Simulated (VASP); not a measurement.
Write the native input for VASP 6.6.1 that does the following.

```yaml
Task: single point
Functional: PBE
Potentials_or_basis: VASP PAW PBE potentials, release 64 (Al, O)
Cutoff: 520 eV
k_mesh: 5 × 4 × 1
Occupations: gaussian, width 0.1 eV
Spin: no spin polarisation
Dipole_correction: yes
Further_INCAR_settings: LREAL = Auto; ALGO = Normal; EDIFF = 1e-06; NBANDS = 41
```

The structure of Al16O lies in POSCAR:

```
Al16O
1.0
    5.7135165838      0.0000000000      0.0000000000
    0.0000000000      8.0801326416      0.0000000000
    0.0000000000      0.0000000000     19.7432786844
Al O
16 1
Direct
    0.2500000000      0.2500000000      0.2026005946
    0.2500000000      0.7500000000      0.2026005946
    0.7500000000      0.2500000000      0.2026005946
    0.7500000000      0.7500000000      0.2026005946
    0.0000000000      0.0000000000      0.2749482107
    0.0000000000      0.5000000000      0.2749482107
    0.5000000000      0.0000000000      0.2749482107
    0.5000000000      0.5000000000      0.2749482107
    0.2500000000      0.2500000000      0.3495466410
    0.2500000000      0.7500000000      0.3495466410
    0.7500000000      0.2500000000      0.3495466410
    0.7500000000      0.7500000000      0.3495466410
    0.0000000000      0.0000000000      0.4175232906
    0.0000000000      0.5000000000      0.4175232906
    0.5000000000      0.0000000000      0.4175232906
    0.5000000000      0.5000000000      0.4175232906
    0.0000000000      0.0625000000      0.4977905239
```

These files were run (other wordings do the same):

INCAR

```
SYSTEM = Al16O
PREC = Accurate
ENCUT = 520
EDIFF = 1E-6
ISMEAR = 0
SIGMA = 0.1
LREAL = Auto
LASPH = .True.
NELM = 60
ALGO = Normal
ISIF = 2
LWAVE = .False.
LCHARG = .False.
LDIPOL = .True.
IDIPOL = 3
DIPOL = 0.5 0.5 0.322
GGA = PE
NBANDS = 41
```

KPOINTS

```
regular mesh
0
Gamma
  5 4 1
  0 0 0
```

Potentials or basis: VASP PAW PBE potentials, release 64 (Al, O).

The run is started by

```console
$ cat potpaw_PBE.64/Al/POTCAR potpaw_PBE.64/O/POTCAR > POTCAR
$ mpirun -np 1 vasp_std > vasp.out
```

It gave:

```yaml
Largest_force: 0.284 eV/Å
Band_gap_on_the_k_mesh: zero (bands 27 and 28 overlap by 0.67 eV)
```

Run time: 9.2 min on 1 thread of AMD EPYC 7R13 Processor (Zen 3), with other jobs on the host, peak memory 0.79 GiB.
